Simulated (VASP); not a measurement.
A run of VASP 6.6.1 is set up as follows.

The input INCAR:

```
PREC     = Accurate       # precision mode
ENCUT    = 500            # plane-wave cutoff, eV
EDIFF    = 1E-7           # SCF threshold, eV
ISMEAR   = 0              # smearing method
SIGMA    = 0.1            # smearing width, eV
LREAL    = False          # projectors in reciprocal space
LASPH    = True           # aspherical terms in the spheres
NELM     = 120            # most SCF steps
ALGO     = Normal         # electronic algorithm
ISIF     = 3              # what is computed and relaxed
LWAVE    = False          # write WAVECAR
LCHARG   = False          # write CHGCAR
GGA      = PE             # functional
IBRION   = 2              # ionic algorithm
NSW      = 100            # ionic steps
EDIFFG   = -0.01          # ionic threshold
GGA_COMPAT= False        
NELMIN   = 4
```

Contents of KPOINTS:

```
Automatic mesh
0
Gamma
  6 6 6
```

Contents of POSCAR:

```
Ta4In3
1.0
    5.4955296277      0.0000000000      0.0000000000
   -2.7477648138      4.7592682648      0.0000000000
    0.0000000000      0.0000000000      5.2326136983
Ta In
4 3
Direct
    0.0000000000      0.0000000000      0.7350879452
    0.0000000000      0.0000000000      0.2649120548
    0.3333333333      0.6666666667      0.5000000000
    0.6666666667      0.3333333333      0.5000000000
    0.5000000000      0.0000000000      0.0000000000
    0.5000000000      0.5000000000      0.0000000000
    0.0000000000      0.5000000000      0.0000000000
```

Potentials or basis: VASP PAW PBE potentials, release 64 (Ta_pv, In_d).

The run is started by

```console
$ cat potpaw_PBE.64/Ta_pv/POTCAR potpaw_PBE.64/In_d/POTCAR > POTCAR
$ mpirun -np 1 vasp_std > vasp.out
```

(1) Estimate the space group after relaxing (to 0.1 Å).

(2) Estimate the relaxed volume.

## Answers

(1) P6/mmm (No. 191).

(2) 19.52 Å³/atom.
